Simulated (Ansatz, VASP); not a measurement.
# One calculation of NaF, two programs

```
Na F
1.0
     3.28374    0.00000    0.00000
    -1.64187    2.84380    0.00000
     0.00000    0.00000   11.21604
Na F
4 4
Direct
  0.00000 0.00000 0.00000
  0.33333 0.66667 0.25000
  0.00000 0.00000 0.50000
  0.66667 0.33333 0.75000
  0.66667 0.33333 0.12220
  0.66667 0.33333 0.37780
  0.33333 0.66667 0.62220
  0.33333 0.66667 0.87780
```

Alike in both runs: functional PBE; k mesh 9 × 9 × 3; occupations gaussian, width 0.02 eV; no spin polarisation.

Ansatz relaxed the structure, and its values are those at the end. VASP's run is a single point on that final structure, the one shown.

|  | VASP | Ansatz |
| --- | --- | --- |
| version | VASP 6.6.1 | Ansatz 0.2.0 |
| potentials or method | VASP PAW PBE potentials, release 64 (Na_pv, F), cutoff 520 eV | scalar-relativistic, plane waves, PAW |
| valence electrons in the cell | 56 | 64 |

```csv
,VASP,Ansatz,Ansatz less VASP
gap on the k mesh at the Fermi level (eV),5.78,5.80,+0.015
least direct gap on the mesh (eV),5.79,5.80,+0.015
pressure (GPa),-0.1,0.0,+0.14
```

VASP's potentials hold 56 valence electrons a cell and Ansatz's 64, so a difference there can come from the potentials and not from the codes.
